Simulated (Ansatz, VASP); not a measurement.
# Two plane-wave programs on HgS2

INCAR

```
SYSTEM = HgS2
PREC = Accurate ; ENCUT = 600
EDIFF = 1E-7 ; ISMEAR = 0
SIGMA = 0.02 ; LREAL = .False.
LASPH = .True. ; NELM = 80
ALGO = Normal ; ISIF = 3
LWAVE = .False. ; LCHARG = .False.
GGA = PE ; IBRION = 2
NSW = 100 ; EDIFFG = -0.01
```

File KPOINTS:

```
regular mesh
0
Gamma
  8 8 6
  0 0 0
```

POSCAR

```
HgS2
1.0
    3.4442984382     -2.4940502568      0.0000000000
    3.4442984382      2.4940502568      0.0000000000
   -2.8839815760      0.0000000000      4.8189217942
Hg S
1 2
Direct
    0.0000000000      0.0000000000      0.0000000000
    0.8501833680      0.8501833680      0.3045357518
    0.1498166320      0.1498166320      0.6954642482
```

Input for Ansatz:

```yaml
crystal:
  lattice:
    - [3.4442984382, -2.4940502568, 0.0]
    - [3.4442984382, 2.4940502568, 0.0]
    - [-2.883981576, 0.0, 4.8189217942]
  atoms:
    - { symbol: Hg, position: [0.0, 0.0, 0.0] }
    - { symbol: S, position: [0.850183368, 0.850183368, 0.3045357518] }
    - { symbol: S, position: [0.149816632, 0.149816632, 0.6954642482] }
basis:
  ecutwfc: 420
kpoints:
  mp_grid: { grid: [8, 8, 6] }
hamiltonian:
  xc: pbe
scf:
  occupations: { method: gaussian, width: 0.02 }
output:
  forces: true
  stress: true
  eigenvalues: true
relax:
  adjacent_minimum: "off"
  f_tol: 0.01
  max_steps: 80
  cell: { stress_tol: 0.05 }
```

Alike in both runs: task relaxation of cell and atoms; functional PBE; k mesh 8 × 8 × 6; occupations gaussian, width 0.02 eV; no spin polarisation.

|  | VASP | Ansatz |
| --- | --- | --- |
| version | VASP 6.6.1 | Ansatz 0.2.0 |
| potentials or method | VASP PAW PBE potentials, release 64 (Hg, S), cutoff 600 eV | scalar-relativistic, plane waves, PAW |
| valence electrons in the cell | 24 | 32 |

Ansatz gave:

```
gap on the k mesh at the Fermi level, each at its own relaxed structure (eV) : 0.69
relaxed volume (Å³/atom)                                                     : 27.58
relaxed length of the cell vector where the two differ most in proportion (Å)              : 5.613
```

Estimate VASP's values.

gap on the k mesh at the Fermi level, each at its own relaxed structure (eV): 0.69; relaxed volume (Å³/atom): 27.66; relaxed length of the cell vector where the two differ most in proportion (Å): 5.631.

VASP's potentials hold 24 valence electrons a cell and Ansatz's 32, so a difference there can come from the potentials and not from the codes.

Spin-orbit coupling is off throughout.
